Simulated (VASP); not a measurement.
Crystal: KBr.

```
CELL_PARAMETERS angstrom
0.00000 3.35045 3.35045
3.35045 0.00000 3.35045
3.35045 3.35045 0.00000
ATOMIC_POSITIONS crystal
K 0.00000 0.00000 0.00000
Br 0.50000 0.50000 0.50000
```

* Program: VASP 6.6.1
* Task: relaxation of cell and atoms
* Functional: PBEsol
* Potentials or basis: VASP PAW PBE potentials, release 64 (K_sv, Br)
* Cutoff: 600 eV
* k mesh: 6 × 6 × 6
* Occupations: fermi-dirac, width 0.02 eV
* Spin: no spin polarisation

At the start: pressure -0.8 GPa; volume 37.61 Å³/atom.

**Question.** Where does the relaxation end?

**Answer.** Over 4 steps the energy falls by 6.6 meV/atom and the volume is 35.26 Å³/atom (-6.2 %); space group Fm-3m (No. 225, to 0.1 Å) before and after.

The path:
| step | energy change (eV) | largest force (eV/Å) | pressure (GPa) | volume (Å³) |
| --- | --- | --- | --- | --- |
| 1 | 0.0000 | 0.0000 | -0.84 | 75.22 |
| 2 | -0.0090 | 0.0000 | -0.50 | 73.09 |
| 3 | -0.0131 | 0.0000 | -0.05 | 70.77 |
| 4 | -0.0131 | 0.0000 | 0.01 | 70.52 |

Final structure:
```
CELL_PARAMETERS angstrom
0.00000 3.27915 3.27915
3.27915 0.00000 3.27915
3.27915 3.27915 0.00000
ATOMIC_POSITIONS crystal
K 0.00000 0.00000 0.00000
Br 0.50000 0.50000 0.50000
```

Caveat: the PAW data sets were made with another functional, which shifts forces and pressure a little.
